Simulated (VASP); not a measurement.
**TePb: single point with r2SCAN**

The system is TePb.

```xyz
2
Lattice="0.0000 3.3005 3.3005 3.3005 0.0000 3.3005 3.3005 3.3005 0.0000" Properties=species:S:1:pos:R:3 pbc="T T T"
Te    3.3005    3.3005    3.3005
Pb    0.0000    0.0000    0.0000
```

```yaml
Program: VASP 6.6.1
Task: single point
Functional: r2SCAN
Potentials_or_basis: VASP PAW PBE potentials, release 64 (Te, Pb_d)
Cutoff: 550 eV
k_mesh: 8 × 8 × 8
Occupations: gaussian, width 0.02 eV
Spin: no spin polarisation
```

```json
{
 "Pressure": "-1.2 GPa",
 "Band gap on the k mesh": "1.15 eV"
}
```

Levels at points of the mesh, in eV from the valence-band top:
| k point | band 6 | band 7 | band 8 | band 9 | band 10 | band 11 | band 12 | band 13 | band 14 | band 15 |
| --- | --- | --- | --- | --- | --- | --- | --- | --- | --- | --- |
| (0.00, 0.00, 0.00) | -11.97 | -5.79 | -1.23 | -1.23 | -1.23 | 4.29 | 4.29 | 4.29 | 6.34 | 6.34 |
| (0.50, 0.00, 0.00) | -10.62 | -8.55 | -0.80 | -0.80 | 0.00 | 1.15 | 1.59 | 1.59 | 8.87 | 9.54 |
| (0.50, 0.50, 0.00) | -10.42 | -7.39 | -4.17 | -2.58 | -2.58 | 3.87 | 5.60 | 5.60 | 6.80 | 10.41 |

Wall time 62 s on 1 thread of Intel(R) Xeon(R) 6975P-C (Granite Rapids) (shared host), peak memory 0.23 GiB.

Caveat: the PAW data sets were made with another functional, which shifts forces and pressure a little; spin-orbit coupling is left out, which moves the levels of the heavy elements. A k mesh can miss the band edges.
